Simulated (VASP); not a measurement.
## Ga: single point with LDA

The system is Ga.

```
Ga
1.0
    -1.48216    1.48216    2.00012
     1.48216   -1.48216    2.00012
     1.48216    1.48216   -2.00012
Ga
1
Direct
  0.00000 0.00000 0.00000
```

This cell differs from its parent crystal: ratio of the length along z to the lengths across it x 0.85, volume and fractional coordinates fixed.

```yaml
Program: VASP 6.6.1
Task: single point
Functional: LDA
Potentials_or_basis: VASP PAW LDA potentials, release 64 (Ga_d)
Cutoff: 520 eV
k_mesh: 26 × 26 × 26
Occupations: gaussian, width 0.15 eV
Spin: no spin polarisation
Dipole_correction: no
Further_INCAR_settings: ALGO = Fast; EDIFF = 1e-06; NBANDS = 12
```

| Property | Result |
| --- | --- |
| Pressure | -1.4 GPa |
| Band gap on the k mesh | zero (an odd number of electrons rules out a gap without spin polarisation) |

Stress tensor (GPa, compression positive):
```
-1.42  0.00  0.00
 0.00 -1.42  0.00
 0.00  0.00 -1.26
```

Levels at points of the mesh, in eV from the Fermi level:
```tsv
k point	band 3	band 4	band 5	band 6	band 7	band 8	band 9	band 10
(0.00, 0.00, 0.00)	-15.05	-14.96	-14.91	-11.63	12.76	12.88	12.88	16.38
(0.50, 0.00, 0.00)	-15.05	-14.83	-14.81	-5.09	-4.31	9.79	10.74	14.58
(0.50, 0.50, 0.00)	-14.82	-14.81	-14.77	-3.00	-2.64	5.19	5.54	8.96
(0.50, 0.50, 0.50)	-14.83	-14.78	-14.78	-2.37	-1.62	4.54	4.54	8.28
```

Wall time 8.8 min on 1 thread of Intel Xeon 8259CL (shared host), peak memory 0.37 GiB.
